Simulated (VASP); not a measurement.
A run of VASP 6.6.1 is set up as follows.

File INCAR:

```
PREC     = Accurate       # precision mode
ENCUT    = 520            # plane-wave cutoff, eV
EDIFF    = 1E-6           # SCF threshold, eV
ISMEAR   = 0              # smearing method
SIGMA    = 0.1            # smearing width, eV
LREAL    = False          # projectors in reciprocal space
LASPH    = True           # aspherical terms in the spheres
NELM     = 60             # most SCF steps
ALGO     = Normal         # electronic algorithm
ISIF     = 2              # what is computed and relaxed
LWAVE    = False          # write WAVECAR
LCHARG   = True           # write CHGCAR
GGA      = PE             # functional
LELF     = True           # ELF
LVHAR    = True         
NBANDS   = 46             # bands
```

KPOINTS

```
regular mesh
0
Gamma
  4 4 4
```

POSCAR

```
Ge5P
1.0
    0.0000000000      4.5428452083      4.5428452083
    4.5428452083      0.0000000000      4.5428452083
    4.5428452083      4.5428452083      0.0000000000
Ge P
5 1
Direct
    0.8529417699      0.8529417699      0.8529417699
    0.8529417699      0.8529417699      0.4411746904
    0.8529417699      0.4411746904      0.8529417699
    0.4411746904      0.8529417699      0.8529417699
    0.5000000000      0.5000000000      0.5000000000
    0.0000000000      0.0000000000      0.0000000000
```

Potentials or basis: VASP PAW PBE potentials, release 64 (Ge_d, P).

Launch:

```sh
$ cat potpaw_PBE.64/Ge_d/POTCAR potpaw_PBE.64/P/POTCAR > POTCAR
$ mpirun -np 1 vasp_std > vasp.out
```

Question: Estimate the band gap on the k mesh.

Answer: Zero (an odd number of electrons rules out a gap without spin polarisation).

Question: What does it give for the largest force?

Answer: 0.050 eV/Å.

Forces on the atoms (eV/Å):
```
Ge   0.029  0.029  0.029
Ge  -0.029 -0.029  0.029
Ge  -0.029  0.029 -0.029
Ge   0.029 -0.029 -0.029
Ge   0.000  0.000  0.000
P    0.000  0.000  0.000
```
